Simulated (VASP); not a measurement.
# Al32AgO48 (a cell with a defect) in VASP: further runs, part 2 of 3

VASP 6.6.1. The steps go on from the part before.

## Step 3: Single point, PBE

INCAR reads:

```
SYSTEM = Al32AgO48
PREC = Accurate
ENCUT = 520
EDIFF = 1E-6
ISMEAR = -1
SIGMA = 0.01
LREAL = Auto
LASPH = .True.
NELM = 80
ALGO = Normal
ISIF = 2
LWAVE = .False.
LCHARG = .False.
GGA = PE
NELECT = 394.0
NBANDS = 244
```

KPOINTS reads:

```
Automatic mesh
0
Gamma
  1 1 1
  0 0 0
```

POSCAR reads:

```
Al32AgO48
1.0
    4.8078835200      2.7758328500      8.7484141900
   -4.8078835200      2.7758328500      8.7484141900
    0.0000000000     -5.5516656900      8.7484141900
Al O Ag
32 48 1
Direct
    0.3133124451      0.3115384837      0.3950878631
    0.4380185856      0.4346079372      0.4279139812
    0.0717272099      0.0718181023      0.0793329098
    0.1747289066      0.1753684811      0.1725744818
    0.3199716446      0.3216324585      0.8175306295
    0.4260604908      0.4521122866      0.8825201511
    0.0744456503      0.0747952844      0.5745311528
    0.1626143564      0.1655967497      0.7032977827
    0.3253854069      0.8294448314      0.3219164862
    0.4265564954      0.9227604883      0.4351799160
    0.0695771104      0.5843221099      0.0631631939
    0.1745414638      0.6790944526      0.1731023935
    0.3221525867      0.8226981989      0.8276824787
    0.4262001059      0.9233575329      0.9298683882
    0.0721726517      0.5728060364      0.5766244239
    0.1760496162      0.6811635588      0.6684221813
    0.8284259792      0.3257490757      0.3199477655
    0.9298476188      0.4277599559      0.4227345150
    0.5889108677      0.0670849978      0.0488438764
    0.6831219535      0.1666886851      0.1955465886
    0.8172092326      0.3280245445      0.8225276510
    0.9239782356      0.4258619668      0.9259245897
    0.5766546016      0.0668883001      0.5836272765
    0.6800494466      0.1794033743      0.6687436853
    0.8266619344      0.8216880203      0.3239162898
    0.9288384524      0.9235151122      0.4286511486
    0.5749979851      0.5731094202      0.0748368641
    0.6771217500      0.6800313463      0.1712691650
    0.8269869780      0.8229600502      0.8197147335
    0.9248412063      0.9320847262      0.9227853926
    0.5831852128      0.5801832682      0.5576129074
    0.6768569972      0.6770088312      0.6740319843
    0.2256745864      0.0346949180      0.3717369414
    0.4827199820      0.1020023560      0.3440703350
    0.0349044138      0.3771556337      0.2156698337
    0.3792980537      0.2124749606      0.0118553560
    0.1197334877      0.2784528071      0.4844271517
    0.2684553441      0.5259765580      0.0726877650
    0.2210186989      0.0226004144      0.8861720450
    0.4777513378      0.1203784953      0.7806488505
    0.0238861499      0.3742914775      0.7269422843
    0.3641706916      0.2183310520      0.5686715756
    0.1228019247      0.2772617815      0.9704676540
    0.2765076017      0.4771405821      0.6209140785
    0.2225012068      0.5283790413      0.3764019982
    0.4747059254      0.6304983852      0.2766071512
    0.0270664663      0.8738554917      0.2245293279
    0.3762886290      0.7203108984      0.0309305353
    0.1277863154      0.7800454617      0.4691977894
    0.2773215277      0.9708004746      0.1276067570
    0.2184806495      0.5305680771      0.8647941590
    0.4739334838      0.6372151017      0.7613314599
    0.0306563652      0.8760686933      0.7170624864
    0.3776158895      0.7265486357      0.5219529278
    0.1138289964      0.7989895221      0.9668886654
    0.2715143962      0.9720284552      0.6334711587
    0.7315770676      0.0206068484      0.3847583667
    0.9738720794      0.1253186602      0.2782006068
    0.5351221716      0.3701233740      0.2359677970
    0.8715573252      0.2206723803      0.0321905364
    0.6306981784      0.2767680149      0.4718930526
    0.7810818439      0.4735510990      0.1223543303
    0.7318940788      0.0259002697      0.8619244590
    0.9662524579      0.1286735143      0.7809934394
    0.5265293221      0.3855431695      0.7027094212
    0.8786027317      0.2249194661      0.5237664388
    0.6242551508      0.2818065467      0.9422202481
    0.7788549854      0.4747841830      0.6199000404
    0.7276354644      0.5305477030      0.3660395422
    0.9737250364      0.6261654516      0.2749446127
    0.5297449542      0.8826060402      0.2167205940
    0.8727440996      0.7283982565      0.0241263716
    0.6310025309      0.7763725252      0.4668197002
    0.7688999223      0.9815321535      0.1251923110
    0.7167316353      0.5258391155      0.8775234282
    0.9702545921      0.6251405741      0.7762465450
    0.5279396031      0.8726817319      0.7246781303
    0.8774062475      0.7175398538      0.5296482076
    0.6265845746      0.7781088361      0.9711721517
    0.7811751606      0.9706102823      0.6245942699
    0.3735890880      0.2820211459      0.1748140969
```

Potentials or basis: VASP PAW PBE potentials, release 64 (Al, O, Ag).

Command:

```
> cat potpaw_PBE.64/Al/POTCAR potpaw_PBE.64/O/POTCAR potpaw_PBE.64/Ag/POTCAR > POTCAR
> mpirun -np 1 vasp_gam > vasp.out
```

Wall time 6.8 min (1 thread of Intel Xeon Platinum 8375C at 2.90GHz (Ice Lake), shared host); peak memory 0.96 GiB.

Results (log left out):

```
Free energy   : -599.1460 eV
Largest force : 1.985 eV/Å
```

Forces in eV/Å, atoms in the order of the input:
```
Al   0.030  0.242  0.305
Al  -0.003  0.014  0.099
Al  -0.040  0.016 -0.088
Al   0.002 -0.019 -0.150
Al   0.002  0.015  0.047
Al   0.106  0.021  0.279
Al   0.009  0.018  0.024
Al  -0.026  0.103  0.002
Al   0.005  0.002 -0.014
Al   0.065 -0.014  0.039
Al   0.017  0.058  0.059
Al   0.029  0.013  0.076
Al  -0.011  0.028  0.031
Al  -0.017  0.027  0.019
Al  -0.025 -0.006  0.024
Al   0.025 -0.013  0.046
Al   0.003  0.014  0.007
Al   0.044  0.001  0.066
Al   0.122  0.029  0.007
Al  -0.243  0.026 -0.241
Al  -0.009 -0.073  0.021
Al  -0.013 -0.004 -0.003
Al   0.019  0.044 -0.018
Al   0.011  0.016  0.002
Al  -0.019  0.048  0.016
Al  -0.020  0.028 -0.007
Al  -0.018 -0.029 -0.079
Al   0.018  0.012 -0.005
Al   0.001  0.014 -0.006
Al   0.022  0.033  0.003
Al   0.020  0.010  0.007
Al  -0.002  0.015  0.030
O    0.008  0.020  0.003
O    0.124  0.078  0.079
O    0.034  0.057  0.024
O    0.169  0.036 -0.234
O    0.051  0.070  0.154
O    0.107  0.121  0.159
O   -0.030  0.038 -0.019
O    0.009  0.042  0.008
O   -0.018  0.012  0.026
O    0.030  0.002  0.080
O   -0.014  0.009 -0.017
O    0.011  0.008  0.059
O   -0.092  0.018  0.100
O    0.004  0.014  0.009
O    0.002  0.015 -0.003
O   -0.034  0.042  0.041
O   -0.014 -0.001  0.028
O    0.005 -0.022 -0.040
O    0.082  0.001  0.098
O   -0.021  0.075  0.063
O    0.016  0.010  0.021
O    0.023  0.001  0.008
O    0.035  0.008  0.004
O    0.010  0.033 -0.007
O   -0.051  0.107 -0.015
O   -0.004  0.014  0.008
O   -0.201 -0.084 -0.288
O   -0.050 -0.032 -0.032
O   -0.014  0.049  0.019
O   -0.007 -0.040 -0.047
O   -0.001  0.068  0.038
O   -0.025  0.013 -0.001
O    0.079 -0.033  0.125
O    0.026  0.034  0.028
O   -0.144 -0.412  0.347
O    0.031 -0.052  0.007
O    0.022  0.019  0.007
O    0.049  0.024  0.018
O    0.017 -0.007  0.007
O    0.018  0.014 -0.001
O    0.045  0.027  0.004
O    0.053  0.018 -0.053
O   -0.018  0.017  0.026
O    0.015 -0.003  0.032
O   -0.002  0.031  0.006
O   -0.018  0.011  0.017
O    0.001  0.020  0.019
O    0.007  0.027  0.006
Ag  -0.428 -1.202 -1.520
```

Levels at points of the mesh, in eV from the Fermi level:
| k point | band 195 | band 196 | band 197 | band 198 | band 199 | band 200 |
| --- | --- | --- | --- | --- | --- | --- |
| (0.00, 0.00, 0.00) | -1.12 | -0.79 | -0.24 | 3.95 | 5.52 | 5.73 |

Caveat: the k points lie up to 0.79 Å⁻¹ apart; the cell carries a net charge on a neutralising background, which shifts energy and pressure; the cell is charged against a uniform background, so pressure and absolute levels hang on convention.

## Step 4: Single point, PBE

INCAR reads:

```
ALGO = Normal
EDIFF = 1E-7
ENCUT = 520
GGA = PE
ISIF = 2
ISMEAR = -1
LASPH = True
LCHARG = False
LREAL = Auto
LWAVE = False
NBANDS = 244
NELECT = 394.0
NELM = 100
PREC = Accurate
SIGMA = 0.01
```

KPOINTS reads:

```
k-points
0
Gamma
  1 1 1
```

POSCAR reads:

```
Al32AgO48
1.0
    4.8078835200      2.7758328500      8.7484141900
   -4.8078835200      2.7758328500      8.7484141900
    0.0000000000     -5.5516656900      8.7484141900
Al O Ag
32 48 1
Direct
    0.3296326962      0.3190251181      0.3725598379
    0.4363016813      0.4354559870      0.4306836374
    0.0685421141      0.0712008723      0.0744382308
    0.1684668488      0.1690960238      0.1685634840
    0.3236638650      0.3218487212      0.8194918959
    0.4310045469      0.4455826871      0.8996454252
    0.0741155310      0.0734133510      0.5762448057
    0.1668099590      0.1727803616      0.6920632801
    0.3245134356      0.8276362733      0.3235544268
    0.4309960965      0.9205489299      0.4339353659
    0.0735688652      0.5853749416      0.0637368828
    0.1777775778      0.6784943672      0.1739735149
    0.3232299346      0.8255705154      0.8250104173
    0.4271038852      0.9257752839      0.9270895848
    0.0724535169      0.5745742505      0.5767811159
    0.1776962363      0.6788387848      0.6725333003
    0.8272366395      0.3270028069      0.3202092617
    0.9276494008      0.4283134685      0.4260622682
    0.5869621160      0.0682742173      0.0547742886
    0.6759251546      0.1718761297      0.1853904238
    0.8178704334      0.3261004081      0.8264933621
    0.9235894932      0.4273260147      0.9257130979
    0.5780952687      0.0691850611      0.5790532395
    0.6804042150      0.1788359075      0.6700216054
    0.8271645722      0.8232401843      0.3221607422
    0.9277210683      0.9244680777      0.4272922053
    0.5736084101      0.5749547405      0.0746191048
    0.6778927652      0.6798707665      0.1721279103
    0.8270409367      0.8238576234      0.8203185691
    0.9265065398      0.9303660343      0.9229076777
    0.5811748681      0.5773971143      0.5638996191
    0.6775881750      0.6776632600      0.6742643852
    0.2193003490      0.0292389641      0.3753180948
    0.4854665972      0.1071429560      0.3261201531
    0.0296171880      0.3787144556      0.2138292283
    0.3849919535      0.2004017911      0.0087957722
    0.1216230997      0.2817303479      0.4839849696
    0.2794994072      0.5150704220      0.0839906542
    0.2208660913      0.0259360361      0.8800577566
    0.4782980661      0.1221754618      0.7757709821
    0.0244132153      0.3764231991      0.7262385943
    0.3686202948      0.2220965704      0.5573344024
    0.1229579214      0.2769678920      0.9687725289
    0.2785101325      0.4767170974      0.6240218247
    0.2233994246      0.5312309255      0.3767811018
    0.4749666277      0.6301710949      0.2769060098
    0.0272572164      0.8735969797      0.2229623936
    0.3766634590      0.7243035366      0.0284277480
    0.1267443865      0.7791930132      0.4711019972
    0.2748486117      0.9676594891      0.1279170689
    0.2236659904      0.5275579200      0.8699749369
    0.4748272618      0.6358351142      0.7647371700
    0.0310398675      0.8750035332      0.7193068275
    0.3783885243      0.7245510287      0.5243181066
    0.1183685130      0.7933615711      0.9664955740
    0.2742766136      0.9732858525      0.6288670952
    0.7295139562      0.0254139118      0.3788204645
    0.9704544250      0.1261197020      0.2764333391
    0.5277457243      0.3739678724      0.2324020024
    0.8699405802      0.2218306609      0.0303713309
    0.6304707447      0.2795531335      0.4712272535
    0.7782463564      0.4733417151      0.1234457047
    0.7311040748      0.0286837716      0.8639857532
    0.9672977387      0.1286646930      0.7803188741
    0.5308189053      0.3805916801      0.7129814120
    0.8797666406      0.2247576357      0.5237676279
    0.6163033878      0.2785117185      0.9714275801
    0.7780314463      0.4720910062      0.6249756675
    0.7264677040      0.5305973181      0.3690916380
    0.9761066334      0.6243254405      0.2754077804
    0.5289444484      0.8813519044      0.2195272576
    0.8744735163      0.7267492636      0.0246848064
    0.6326046095      0.7749110936      0.4680003211
    0.7740981542      0.9758151874      0.1238487648
    0.7171881649      0.5274495833      0.8774725677
    0.9716456856      0.6250977726      0.7778124955
    0.5289526252      0.8746590037      0.7221665518
    0.8771942309      0.7195360853      0.5289982554
    0.6266053463      0.7799986216      0.9710333442
    0.7820476362      0.9717808101      0.6234002203
    0.3083263020      0.2648148485      0.2082371486
```

Potentials or basis: VASP PAW PBE potentials, release 64 (Al, O, Ag).

Command:

```
> cat potpaw_PBE.64/Al/POTCAR potpaw_PBE.64/O/POTCAR potpaw_PBE.64/Ag/POTCAR > POTCAR
> mpirun -np 1 vasp_gam > vasp.out
```

OUTCAR:

```text
EDIFF = 1E-7
   ENCUT = 520
   GGA = PE
   ISIF = 2
   ISMEAR = -1
   LASPH = True
   LREAL = Auto
   NELECT = 394.0
   NELM = 100
   PREC = Accurate

 ion  position               nearest neighbor table
   1  0.330  0.319  0.373-  42 1.75  45 1.83  59 1.91  37 1.93  34 1.98  81 2.22   2 2.48   8 2.63
                            38 2.64  20 2.86  12 2.98  23 3.21  15 3.24
   2  0.436  0.435  0.431-  46 1.82  44 1.82  61 1.82  59 2.03  45 2.11  42 2.12   1 2.48  27 2.83
                            15 2.89  23 2.92   5 3.13  17 3.16   9 3.17
   3  0.069  0.071  0.074-  39 1.84  47 1.84  60 1.87  58 2.00  43 2.02  50 2.02   4 2.55  26 2.82
                            22 2.85  14 2.86   8 3.12  20 3.19  12 3.19
   4  0.168  0.169  0.169-  58 1.88  50 1.90  43 1.91  35 1.96  33 1.96  36 1.97  81 2.46   3 2.55
                            17 2.77   9 2.77   5 2.82
   5  0.324  0.322  0.819-  44 1.85  40 1.88  36 1.88  43 1.88  51 2.01  65 2.05   6 2.73   4 2.82
                            24 2.85  16 2.85   2 3.13  14 3.22  22 3.26
   6  0.431  0.446  0.900-  52 1.79  38 1.87  67 1.90  65 1.92  51 1.95  36 2.34  81 2.57  31 2.69
                             5 2.73  11 2.87  19 3.01  13 3.14  21 3.18
   7  0.074  0.073  0.576-  53 1.86  66 1.87  33 1.88  56 1.97  64 2.00  37 2.03   8 2.70  30 2.78
                            18 2.84  10 2.85  24 3.22  16 3.23  81 3.27
   8  0.167  0.173  0.692-  39 1.82  41 1.86  42 1.91  64 1.94  37 1.98  56 2.01   1 2.63   7 2.70
[... 636 lines left out ...]
 [bands above 209 left out]

------------------------ aborting loop because EDIFF is reached ----------------------------------------

  FORCE on cell =-STRESS in cart. coord.  units (eV):
  Direction    XX          YY          ZZ          XY          YZ          ZX
  --------------------------------------------------------------------------------------
  -------------------------------------------------------------------------------------
  Total       12.5230502     18.8686870     19.4291014     -3.6464268     -7.1233131     -0.4333442
  in kB       28.6413095     43.1543350     44.4360516     -8.3396965    -16.2916391     -0.9910961
  external PRESSURE =      38.7438987 kB  Pullay stress =       0.0000000 kB

 VOLUME and BASIS-vectors are now :
 -----------------------------------------------------------------------------
  energy-cutoff  :      520.00
  volume of cell :      700.53
      direct lattice vectors                 reciprocal lattice vectors
     4.807883520  2.775832850  8.748414190     0.103995864  0.060042040  0.038102144
    -4.807883520  2.775832850  8.748414190    -0.103995864  0.060042040  0.038102144
     0.000000000 -5.551665690  8.748414190     0.000000000 -0.120084080  0.038102144

 POSITION                                       TOTAL-FORCE (eV/Angst)
 -----------------------------------------------------------------------------------
      0.05100     -0.26776      8.93403         0.031878      0.197416      0.028100
      0.00407      0.02884     11.39430        -0.011998     -0.016726      0.021573
     -0.01278     -0.02535      1.87375        -0.009994      0.020746     -0.084095
     -0.00303      0.00121      4.42780         0.001680     -0.009068     -0.140039
      0.00873     -2.75771     12.81647         0.018336      0.005130      0.037638
     -0.07009     -2.56127     15.53922         0.059440     -0.099015      0.139227
[... 73 lines left out ...]
     -0.91221      1.40743     20.79698         0.002940      0.017215      0.008077
      0.20920      0.43488      6.83582        -0.226524     -0.401663     -0.450616
 -----------------------------------------------------------------------------------
    total drift:                               -0.025962     -0.006371      0.018226

  FREE ENERGIE OF THE ION-ELECTRON SYSTEM (eV)
  ---------------------------------------------------
  free  energy   TOTEN  =      -600.7417450101 eV

  energy  without entropy=     -600.7417450101  energy(sigma->0) =     -600.74174501
```

Run time: 7.2 min. Hardware: 1 thread of Intel Xeon Platinum 8375C at 2.90GHz (Ice Lake), shared host; peak memory 0.96 GiB.

Results:

```yaml
Free_energy: -600.7417 eV
Largest_force: 0.645 eV/Å
```

Forces on the atoms (eV/Å):
```
Al   0.032  0.197  0.028
Al  -0.012 -0.017  0.022
Al  -0.010  0.021 -0.084
Al   0.002 -0.009 -0.140
Al   0.018  0.005  0.038
Al   0.059 -0.099  0.139
Al   0.004 -0.013 -0.007
Al  -0.015  0.097  0.017
Al   0.008 -0.012 -0.024
Al   0.036  0.013  0.019
Al   0.012  0.012  0.034
Al   0.021  0.006  0.043
Al  -0.002  0.028  0.007
Al  -0.011  0.029  0.015
Al  -0.006  0.010  0.013
Al   0.018 -0.023  0.036
Al  -0.011  0.000 -0.010
Al  -0.015 -0.024  0.024
Al  -0.013 -0.032  0.037
Al  -0.059  0.057 -0.096
Al   0.013 -0.017  0.018
Al  -0.007  0.011  0.018
Al  -0.010  0.042 -0.017
Al   0.009 -0.011  0.014
Al  -0.008  0.019 -0.003
Al  -0.012  0.012 -0.003
Al  -0.016  0.006 -0.006
Al   0.006 -0.004  0.019
Al  -0.007  0.004  0.006
Al   0.012  0.002  0.003
Al   0.002 -0.044  0.007
Al  -0.002  0.004  0.024
O   -0.009 -0.042 -0.062
O   -0.018  0.121 -0.092
O   -0.026  0.008 -0.042
O    0.080 -0.001 -0.065
O   -0.008  0.027  0.034
O    0.111 -0.066  0.107
O   -0.019  0.043 -0.021
O   -0.009  0.033 -0.016
O   -0.004  0.020  0.014
O    0.016  0.078 -0.021
O   -0.004  0.017 -0.014
O    0.011 -0.007  0.043
O   -0.020  0.011  0.038
O    0.001  0.001  0.004
O    0.001  0.013 -0.014
O   -0.016  0.027  0.018
O   -0.001 -0.007  0.003
O    0.009 -0.010 -0.045
O    0.037 -0.021  0.063
O    0.007 -0.014  0.031
O    0.009 -0.006  0.014
O    0.013 -0.017  0.008
O    0.055  0.000 -0.008
O    0.006  0.045 -0.007
O   -0.036  0.045 -0.029
O   -0.022 -0.001 -0.038
O   -0.048  0.021 -0.062
O   -0.011  0.012 -0.018
O   -0.019  0.020  0.015
O   -0.010 -0.012 -0.016
O   -0.017  0.000  0.034
O    0.002  0.010  0.006
O    0.050 -0.053  0.082
O    0.007  0.006  0.012
O   -0.022 -0.189  0.160
O    0.011 -0.036  0.014
O   -0.007 -0.014  0.015
O    0.018  0.002  0.007
O    0.002 -0.016  0.015
O    0.018 -0.002  0.008
O    0.013  0.000  0.012
O    0.055  0.007 -0.015
O   -0.007  0.010  0.019
O    0.005 -0.004  0.027
O   -0.001  0.028  0.004
O   -0.009  0.011  0.010
O   -0.007  0.015  0.020
O    0.003  0.017  0.008
Ag  -0.227 -0.402 -0.451
```

Caveat: the k points lie up to 0.79 Å⁻¹ apart; the cell carries a net charge on a neutralising background, which shifts energy and pressure; the cell is charged against a uniform background, so pressure and absolute levels hang on convention.

(Part 2 of 3 ends here.)
